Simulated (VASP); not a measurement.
# HgPd (Pmmm) in VASP: notebook

HgPd is run at these levels: LDA; tasks: single point.

Everything below comes from runs of VASP 6.6.1. Logs are shortened: lines on timing, memory, paths and dates and some standing lists are left out, and cuts for length are marked.

### 1 The cell of the first run

Symmetry: Pmmm, No. 47, orthorhombic system. Conventional cell: a = 2.939 Å, b = 3.030 Å, c = 3.692 Å, α = 90.00°, β = 90.00°, γ = 90.00°. Within 3.7 Å of Hg (site symmetry mmm) lie 8 Pd at 2.80 Å and 6 Hg at 2.94 to 3.69 Å. Within 3.7 Å of Pd (site symmetry mmm) lie 8 Hg at 2.80 Å and 6 Pd at 2.94 to 3.69 Å.

### 2 Single point, LDA (strain -0.0300 x Voigt [0, 1, 0, 0, 0, 0])

Input file INCAR:

```
SYSTEM = HgPd
PREC = Accurate ; ENCUT = 520
EDIFF = 1E-7 ; ISMEAR = 0
SIGMA = 0.15 ; LREAL = .FALSE.
LASPH = .TRUE. ; NELM = 100
ALGO = Normal ; ISIF = 2
LWAVE = .FALSE. ; LCHARG = .FALSE.
GGA = CA ; NBANDS = 18
```

Input file KPOINTS:

```
Automatic mesh
0
G
  16 16 14
  0 0 0
```

Input file POSCAR:

```
HgPd
1.0
    3.0299525574      0.0000000000      0.0000000000
    0.0000000000      2.9390539807      0.0000000000
    0.0000000000      0.0000000000      3.6920000000
Hg Pd
1 1
Direct
    0.0000000000      0.0000000000      0.0000000000
    0.5000000000      0.5000000000      0.5000000000
```

Potentials or basis: VASP PAW LDA potentials, release 64 (Hg, Pd).

Launch:

```sh
$ cat potpaw_LDA.64/Hg/POTCAR potpaw_LDA.64/Pd/POTCAR > POTCAR
$ mpirun -np 1 vasp_std > vasp.out
```

OUTCAR:

```text
SYSTEM = HgPd
   PREC = Accurate
   ENCUT = 520
   EDIFF = 1E-7
   ISMEAR = 0
   LREAL = .FALSE.
   LASPH = .TRUE.
   NELM = 100
   ISIF = 2
   GGA = CA

 ion  position               nearest neighbor table
   1  0.000  0.000  0.000-   2 2.80   2 2.80   2 2.80   2 2.80   2 2.80   2 2.80   2 2.80   2 2.80

   2  0.500  0.500  0.500-   1 2.80   1 2.80   1 2.80   1 2.80   1 2.80   1 2.80   1 2.80   1 2.80

  LATTYP: Found a simple orthorhombic cell.
 ALAT       =     2.9390539807
 B/A-ratio  =     1.0309278350
 C/A-ratio  =     1.2561865227

  Lattice vectors:

 A1 = (   0.0000000000,  -2.9390539807,   0.0000000000)
 A2 = (   3.0299525574,   0.0000000000,   0.0000000000)
 A3 = (   0.0000000000,   0.0000000000,   3.6920000000)

Analysis of symmetry for initial positions (statically):
=====================================================================
 Subroutine PRICEL returns:
 Original cell was already a primitive cell.

 Routine SETGRP: Setting up the symmetry group for a
 simple orthorhombic supercell.

 Subroutine GETGRP returns: Found  8 space group operations
 (whereof  8 operations were pure point group operations)
 out of a pool of  8 trial point group operations.

The static configuration has the point symmetry D_2h.

Analysis of symmetry for dynamics (positions and initial velocities):
=====================================================================
 Subroutine PRICEL returns:
 Original cell was already a primitive cell.

 Routine SETGRP: Setting up the symmetry group for a
 simple orthorhombic supercell.

 Subroutine GETGRP returns: Found  8 space group operations
 (whereof  8 operations were pure point group operations)
 out of a pool of  8 trial point group operations.

The dynamic configuration has the point symmetry D_2h.

 Subroutine INISYM returns: Found  8 space group operations
 (whereof  8 operations are pure point group operations),
 and found     1 'primitive' translations

----------------------------------------------------------------------------------------

                                     Primitive cell

  volume of cell :      32.8780

  direct lattice vectors                    reciprocal lattice vectors
     3.029952557  0.000000000  0.000000000     0.330038171  0.000000000  0.000000000
     0.000000000  2.939053981  0.000000000     0.000000000  0.340245537  0.000000000
     0.000000000  0.000000000  3.692000000     0.000000000  0.000000000  0.270855905

  length of vectors
     3.029952557  2.939053981  3.692000000     0.330038171  0.340245537  0.270855905

  position of ions in fractional coordinates (direct lattice)
     0.000000000  0.000000000  0.000000000
     0.500000000  0.500000000  0.500000000

  ion indices of the primitive-cell ions
   primitive index   ion index
                 1           1
                 2           2

----------------------------------------------------------------------------------------

 KPOINTS: Automatic mesh

Automatic generation of k-mesh.
 Grid dimensions read from file:
 generate k-points for:   16   16   14

 Generating k-lattice:

  Cartesian coordinates                     Fractional coordinates (reciprocal lattice)
     0.020627386  0.000000000  0.000000000     0.062500000  0.000000000  0.000000000
     0.000000000  0.021265346  0.000000000     0.000000000  0.062500000  0.000000000
     0.000000000  0.000000000  0.019346850     0.000000000  0.000000000  0.071428571

  Length of vectors
     0.020627386  0.021265346  0.019346850

  Shift w.r.t. Gamma in fractional coordinates (k-lattice)
     0.000000000  0.000000000  0.000000000

 Subroutine IBZKPT returns following result:
 ===========================================

 Found    648 irreducible k-points:

 Following reciprocal coordinates:
            Coordinates               Weight
  0.000000  0.000000  0.000000      1.000000
  0.062500  0.000000  0.000000      2.000000
  0.125000  0.000000  0.000000      2.000000
  0.187500  0.000000  0.000000      2.000000
  0.250000  0.000000  0.000000      2.000000
  0.312500  0.000000  0.000000      2.000000
[... 16 lines left out ...]
  0.250000  0.125000  0.000000      4.000000
  0.312500  0.125000  0.000000      4.000000
 [... further k-points ...]
   k-points           NKPTS =    648   k-points in BZ     NKDIM =    648   number of bands    NBANDS=     18
   number of dos      NEDOS =    301   number of ions     NIONS =      2
   total plane-waves  NPLWV =  16128
   dimension x,y,z NGX =    24 NGY =   24 NGZ =   28
   dimension x,y,z NGXF=    48 NGYF=   48 NGZF=   56
   ions per type =               1   1
   NGX,Y,Z   is equivalent  to a cutoff of  13.17, 13.58, 12.61 a.u.
   NGXF,Y,Z  is equivalent  to a cutoff of  26.34, 27.15, 25.22 a.u.
 SYSTEM =  HgPd
   PREC   = accura    normal or accurate (medium, high low for compatibility)
   ISTART =      0    job   : 0-new  1-cont  2-samecut
   ICHARG =      2    charge: 1-file 2-atom 10-const
   ISPIN  =      1    spin polarized calculation?
   LNONCOLLINEAR =      F non collinear calculations
   LSORBIT =      F    spin-orbit coupling
   LASPH  =      T    aspherical Exc in radial PAW
   ENCUT  =  520.0 eV  38.22 Ry    6.18 a.u.   5.63  5.46  6.86*2*pi/ulx,y,z
   NELM   =    100;   NELMIN=  2; NELMDL= -5     # of ELM steps
   EDIFF  = 0.1E-06   stopping-criterion for ELM
   LREAL  =      F    real-space projection
   EDIFFG = 0.1E-05   stopping-criterion for IOM
   NSW    =      0    number of steps for IOM
   IBRION =     -1    ionic relax: 0-MD 1-quasi-New 2-CG
   NFREE  =      0    steps in history (QN), initial steepest desc. (CG)
   ISIF   =      2    stress and relaxation
   ISYM   =      2    0-nonsym 1-usesym 2-fastsym
   POTIM  = 0.5000    time-step for ionic-motion
   TEBEG  =    0.0;   TEEND  =   0.0 temperature during run
   PSTRESS=    0.0 pullay stress
   NELECT =      22.0000    total number of electrons
   NUPDOWN=      -1.0000    fix difference up-down
   EMIN   =  10.00;   EMAX   =-10.00  energy-range for DOS
   EFERMI =   0.00;   METHOD = LEGACY
   ISMEAR =     0;   SIGMA  =   0.15  broadening in eV -4-tet -1-fermi 0-gaus
   EFERMI_NEDOS =   21; number of points for ismear=-14 and -15
   IALGO  =     38    algorithm
   IMIX   =      4    mixing-type and parameters
     AMIX     =   0.40;   BMIX     =  1.00
     AMIX_MAG =   1.60;   BMIX_MAG =  1.00
  volume/ion in A,a.u.               =      16.44       110.94
  Fermi-wavevector in a.u.,A,eV,Ry     =   1.431904  2.705907 27.896709  2.050350
  Thomas-Fermi vector in A             =   2.551590
   LORBIT       =      0    0 simple, 1 ext, 2 COOP (PROOUT), +10 PAW based schemes
   GGA     = CA    functional components
   LHFCALC =     F    Hartree Fock is set to
   AEXX    =    0.0000 exact exchange contribution
   IVDW    =     0    specifies the selected vdW correction
   LEPSILON=     F    determine dielectric tensor
   LRPA    =     F    only Hartree local field effects (RPA)
 non-spin polarized calculation
 Gauss-broadening in eV      SIGMA  =   0.15
  energy-cutoff  :      520.00
  volume of cell :       32.88
 maximum number of plane-waves:       908
 NGX is ok and might be reduce to    24
   NGX = 11   NGY = 11   NGZ = 13

 number of electron      22.0000000 magnetization

 Free energy of the ion-electron system (eV)
  ---------------------------------------------------
  ext. energy  EPLUGINS =         0.00000000
  ---------------------------------------------------
  free energy    TOTEN  =        -7.95342992 eV

  energy without entropy =       -7.94840770  energy(sigma->0) =       -7.95091881

 E-fermi :   7.1831     XC(G=0): -13.0339

 val. band max:        7.1788522134   @ k =   0.2500   0.0625   0.3571
 cond. band min:       7.1909206280   @ k =   0.3125   0.1250   0.4286
 fundamental gap:      0.0120684146
 Fermi energy:         7.1830898748

 k-point     1 :       0.0000    0.0000    0.0000
  band No.  band energies     occupation
      1      -2.9057      2.00000
      2      -1.6471      2.00000
      3      -1.3158      2.00000
      4      -0.0023      2.00000
      5       0.1540      2.00000
      6       0.6380      2.00000
[... 10 lines left out ...]
     17      22.8017      0.00000
     18      24.2724      0.00000

 k-point     2 :       0.0625    0.0000    0.0000
  band No.  band energies     occupation
      1      -2.8283      2.00000
      2      -1.6107      2.00000
      3      -1.2836      2.00000
      4      -0.0259      2.00000
      5       0.1659      2.00000
      6       0.6156      2.00000
[... 10 lines left out ...]
     17      22.9506      0.00000
     18      24.2964      0.00000

 k-point     3 :       0.1250    0.0000    0.0000
  band No.  band energies     occupation
      1      -2.6070      2.00000
      2      -1.5004      2.00000
      3      -1.1856      2.00000
      4      -0.0923      2.00000
      5       0.2004      2.00000
      6       0.5524      2.00000
[... 10 lines left out ...]
     17      23.6551      0.00000
     18      24.1351      0.00000

 k-point     4 :       0.1875    0.0000    0.0000
  band No.  band energies     occupation
      1      -2.2847      2.00000
      2      -1.3084      2.00000
      3      -1.0137      2.00000
      4      -0.1903      2.00000
      5       0.2532      2.00000
      6       0.4593      2.00000
[... 375 lines left out ...]
      4      -0.2299      2.00000
      5       0.1316      2.00000
      6       0.3395      2.00000
[... 10 lines left out ...]
     17      23.4712      0.00000
     18      24.9731      0.00000

 k-point    23 :       0.2500    0.1250    0.0000
  band No.  band energies     occupation
      1      -1.5903      2.00000
      2      -0.9483      2.00000
      3      -0.6861      2.00000
      4      -0.3545      2.00000
      5       0.1444      2.00000
      6       0.2802      2.00000
[... 10 lines left out ...]
     17      22.9459      0.00000
     18      24.3181      0.00000

 k-point    24 :       0.3125    0.1250    0.0000
  band No.  band energies     occupation
      1      -1.3451      2.00000
      2      -0.7702      2.00000
      3      -0.4741      2.00000
      4      -0.3709      2.00000
      5       0.1507      2.00000
      6       0.4407      2.00000
[... 10 lines left out ...]
     17      21.8863      0.00000
     18      23.2520      0.00000

 [... further k-points ...]

------------------------ aborting loop because EDIFF is reached ----------------------------------------

  FORCE on cell =-STRESS in cart. coord.  units (eV):
  Direction    XX          YY          ZZ          XY          YZ          ZX
  --------------------------------------------------------------------------------------
  -------------------------------------------------------------------------------------
  Total        0.0857373      0.6924338      0.3700856      0.0000000      0.0000000      0.0000000
  in kB        4.1780639     33.7430049     18.0346469      0.0000000      0.0000000      0.0000000
  external PRESSURE =      18.6519053 kB  Pullay stress =       0.0000000 kB

 VOLUME and BASIS-vectors are now :
 -----------------------------------------------------------------------------
  energy-cutoff  :      520.00
  volume of cell :       32.88
      direct lattice vectors                 reciprocal lattice vectors
     3.029952557  0.000000000  0.000000000     0.330038171  0.000000000  0.000000000
     0.000000000  2.939053981  0.000000000     0.000000000  0.340245537  0.000000000
     0.000000000  0.000000000  3.692000000     0.000000000  0.000000000  0.270855905

 POSITION                                       TOTAL-FORCE (eV/Angst)
 -----------------------------------------------------------------------------------
      0.00000      0.00000      0.00000         0.000000      0.000000      0.000000
      1.51498      1.46953      1.84600         0.000000      0.000000      0.000000
 -----------------------------------------------------------------------------------
    total drift:                                0.000000      0.000000     -0.000000

  FREE ENERGIE OF THE ION-ELECTRON SYSTEM (eV)
  ---------------------------------------------------
  free  energy   TOTEN  =        -7.9534299207 eV

  energy  without entropy=       -7.9484076981  energy(sigma->0) =       -7.95091881
```

It took 1.8 min on 1 thread of Intel Xeon Platinum 8488C (Sapphire Rapids), shared host; peak memory 0.47 GiB.

Results:

| Property | Result |
| --- | --- |
| Free energy | -7.9534 eV |
| Pressure | 1.9 GPa |
| Band gap on the k mesh | zero (band 11 reaches 9.63 eV, above the bottom of band 12 at 5.54 eV) |

Caveat: the cell differs from its parent crystal (strain -0.0300 x Voigt [0, 1, 0, 0, 0, 0]); spin-orbit coupling is left out, which moves the levels of the heavy elements.

### 3 Single point, LDA (strain -0.0600 x Voigt [0, 1, 0, 0, 0, 0])

Input file INCAR:

```
PREC = Accurate
ENCUT = 520
EDIFF = 1E-6
ISMEAR = 0
SIGMA = 0.15
LREAL = F
LASPH = T
NELM = 100
ALGO = Normal
ISIF = 2
LWAVE = F
LCHARG = T
LELF = T
LVHAR = T
NBANDS = 18
```

Input file KPOINTS:

```
regular mesh
0
Gamma
  16 16 14
```

Edit POSCAR of step 2 so:

```diff
@@ -3,3 +3,3 @@
     3.0299525574      0.0000000000      0.0000000000
-    0.0000000000      2.9390539807      0.0000000000
+    0.0000000000      2.8481554040      0.0000000000
     0.0000000000      0.0000000000      3.6920000000
```

Potentials or basis: VASP PAW LDA potentials, release 64 (Hg, Pd).

Launch:

```sh
$ cat potpaw_LDA.64/Hg/POTCAR potpaw_LDA.64/Pd/POTCAR > POTCAR
$ mpirun -np 1 vasp_std > vasp.out
```

It took 1.7 min on 1 thread of Intel Xeon Platinum 8488C (Sapphire Rapids), shared host; peak memory 0.46 GiB.

It converged, with:

```yaml
Free_energy: -7.9036 eV
Pressure: 8.1 GPa
Band_gap_on_the_k_mesh: zero (band 11 reaches 10.35 eV, above the bottom of band 12 at 5.95 eV)
```

Stress tensor (GPa, compression positive):
```
 4.90  0.00  0.00
 0.00 12.54  0.00
 0.00  0.00  6.95
```

Levels at points of the mesh, in eV from the Fermi level:
```
           k point  band 7  band 8  band 9  band 10  band 11  band 12  band 13  band 14  band 15  band 16
(0.00, 0.00, 0.00)   -3.75   -2.87   -1.55    -1.46    -1.33     2.22     7.62     8.63     9.83    15.52
(0.50, 0.00, 0.00)   -3.97   -3.94   -3.86    -2.32    -1.92     0.03     9.84    10.11    10.97    11.28
(0.00, 0.50, 0.00)   -3.91   -3.62   -2.98    -2.83    -2.17     0.81    10.23    10.82    11.46    11.66
(0.50, 0.50, 0.00)   -1.78   -1.75   -1.62    -0.69    -0.21     0.03     3.81     7.10    10.37    10.94
(0.00, 0.00, 0.50)   -5.94   -4.20   -2.71    -2.28    -2.16    -1.51    12.56    14.16    14.53    14.60
(0.50, 0.00, 0.50)   -3.54   -1.98   -1.60    -1.52    -1.44    -1.31     2.05     4.44    14.53    14.87
(0.00, 0.50, 0.50)   -3.09   -1.88   -1.65    -1.56    -1.20    -0.75     2.51     5.32    13.46    14.01
(0.50, 0.50, 0.50)   -4.49   -4.32   -1.82    -0.71     2.08     5.35     5.94     6.59     6.87     7.61
```

Caveat: the cell differs from its parent crystal (strain -0.0600 x Voigt [0, 1, 0, 0, 0, 0]); spin-orbit coupling is left out, which moves the levels of the heavy elements.

### 4 Single point, LDA (strain +0.0150 x Voigt [0, 1, 0, 0, 0, 0])

Input file INCAR:

```
SYSTEM = HgPd
ALGO = Normal ; EDIFF = 1E-7
ENCUT = 520 ; ISIF = 2
ISMEAR = 0 ; LASPH = .TRUE.
LCHARG = .FALSE. ; LREAL = .FALSE.
LWAVE = .FALSE. ; NBANDS = 18
NELM = 100 ; PREC = Accurate
SIGMA = 0.15
```

Input file KPOINTS:

```
k-points
0
G
  16 16 14
  0 0 0
```

Edit POSCAR of step 3 so:

```diff
@@ -3,3 +3,3 @@
     3.0299525574      0.0000000000      0.0000000000
-    0.0000000000      2.8481554040      0.0000000000
+    0.0000000000      3.0754018458      0.0000000000
     0.0000000000      0.0000000000      3.6920000000
```

Launch:

```sh
$ cat potpaw_LDA.64/Hg/POTCAR potpaw_LDA.64/Pd/POTCAR > POTCAR
$ mpirun -np 1 vasp_std > vasp.out
```

It took 1.9 min on 1 thread of Intel Xeon Platinum 8488C (Sapphire Rapids), shared host; peak memory 0.49 GiB.

It converged, with:

| Item | Value |
| --- | --- |
| Free energy | -7.9388 eV |
| Pressure | -5.1 GPa |
| Band gap on the k mesh | zero (band 11 reaches 8.69 eV, above the bottom of band 12 at 5.00 eV) |

Stress tensor (GPa, compression positive):
```
-4.99  0.00  0.00
 0.00 -5.82  0.00
 0.00  0.00 -4.60
```

Levels at points of the mesh, in eV from the Fermi level:
| k point | band 8 | band 9 | band 10 | band 11 | band 12 | band 13 | band 14 | band 15 |
| --- | --- | --- | --- | --- | --- | --- | --- | --- |
| (0.00, 0.00, 0.00) | -2.70 | -1.53 | -1.51 | -1.39 | 2.76 | 7.70 | 8.20 | 8.43 |
| (0.50, 0.00, 0.00) | -3.43 | -3.38 | -2.51 | -1.99 | 0.22 | 9.99 | 10.20 | 11.11 |
| (0.00, 0.50, 0.00) | -3.45 | -3.42 | -2.40 | -1.94 | 0.06 | 9.92 | 10.04 | 10.95 |
| (0.50, 0.50, 0.00) | -1.68 | -1.65 | -0.88 | -0.16 | -0.11 | 3.03 | 6.11 | 10.23 |
| (0.00, 0.00, 0.50) | -3.75 | -2.44 | -2.35 | -1.79 | -1.57 | 12.44 | 12.89 | 13.90 |
| (0.50, 0.00, 0.50) | -1.71 | -1.51 | -1.43 | -1.34 | -0.80 | 1.97 | 4.43 | 13.45 |
| (0.00, 0.50, 0.50) | -1.66 | -1.50 | -1.50 | -1.40 | -0.92 | 1.87 | 4.24 | 13.72 |
| (0.50, 0.50, 0.50) | -4.03 | -1.65 | -0.87 | 1.40 | 5.36 | 5.50 | 6.30 | 6.37 |

Caveat: the cell differs from its parent crystal (strain +0.0150 x Voigt [0, 1, 0, 0, 0, 0]); spin-orbit coupling is left out, which moves the levels of the heavy elements.

### 5 Single point, LDA (strain +0.0450 x Voigt [0, 1, 0, 0, 0, 0])

Edit INCAR of step 4 so:

```diff
@@ -1,3 +1,3 @@
 SYSTEM = HgPd
-ALGO = Normal ; EDIFF = 1E-7
+ALGO = Normal ; EDIFF = 1E-6
 ENCUT = 520 ; ISIF = 2
```

KPOINTS is that of step 4.

Edit POSCAR of step 4 so:

```diff
@@ -3,3 +3,3 @@
     3.0299525574      0.0000000000      0.0000000000
-    0.0000000000      3.0754018458      0.0000000000
+    0.0000000000      3.1663004225      0.0000000000
     0.0000000000      0.0000000000      3.6920000000
```

Launch:

```sh
$ cat potpaw_LDA.64/Hg/POTCAR potpaw_LDA.64/Pd/POTCAR > POTCAR
$ mpirun -np 1 vasp_std > vasp.out
```

Wall time 1.7 min (1 thread of Intel Xeon Platinum 8488C (Sapphire Rapids), shared host); peak memory 0.49 GiB.

Results (log left out):

| Item | Value |
| --- | --- |
| Free energy | -7.8902 eV |
| Pressure | -8.6 GPa |
| Band gap on the k mesh | zero (band 11 reaches 8.13 eV, above the bottom of band 12 at 4.68 eV) |

Stress tensor (GPa, compression positive):
```
-7.95  0.00  0.00
 0.00 -9.46  0.00
 0.00  0.00 -8.41
```

Levels at points of the mesh, in eV from the Fermi level:
```tsv
k point	band 7	band 8	band 9	band 10	band 11	band 12	band 13	band 14	band 15	band 16
(0.00, 0.00, 0.00)	-3.15	-2.57	-1.49	-1.44	-1.34	3.00	7.02	8.37	8.45	14.03
(0.50, 0.00, 0.00)	-3.45	-3.24	-3.15	-2.50	-1.94	0.34	10.06	10.26	11.20	11.25
(0.00, 0.50, 0.00)	-4.04	-3.33	-3.20	-2.21	-1.80	-0.13	9.81	9.89	10.76	11.22
(0.50, 0.50, 0.00)	-1.77	-1.66	-1.56	-0.86	-0.17	-0.01	2.82	5.84	10.22	10.93
(0.00, 0.00, 0.50)	-5.18	-3.55	-2.43	-2.18	-1.61	-1.51	11.75	13.05	13.22	13.35
(0.50, 0.00, 0.50)	-2.65	-1.69	-1.47	-1.22	-1.19	-0.57	1.98	4.49	13.07	13.37
(0.00, 0.50, 0.50)	-2.94	-1.54	-1.42	-1.39	-1.38	-0.91	1.71	3.93	13.86	14.16
(0.50, 0.50, 0.50)	-3.91	-3.82	-1.54	-0.86	1.25	5.19	5.62	6.14	6.37	6.60
```

Caveat: the cell differs from its parent crystal (strain +0.0450 x Voigt [0, 1, 0, 0, 0, 0]); spin-orbit coupling is left out, which moves the levels of the heavy elements.

### 6 Overview

```tsv
cell	gap on the mesh (eV)	pressure (GPa)
a = 3.030, b = 2.939, c = 3.692 Å, 2 atoms	none	1.9
a = 3.030, b = 2.848, c = 3.692 Å, 2 atoms	none	8.1
a = 3.030, b = 3.075, c = 3.692 Å, 2 atoms	none	-5.1
a = 3.030, b = 3.166, c = 3.692 Å, 2 atoms	none	-8.6
```

Alike in all rows: task single point; level LDA; potentials or basis VASP PAW LDA potentials, release 64 (Hg, Pd); no spin polarisation; k mesh 16 × 16 × 14; cutoff (eV) 520; smearing gaussian 0.15 eV.

Caveats: spin-orbit coupling is left out, which moves the levels of the heavy elements.

Absolute energies hang on the potentials; compare differences alone.
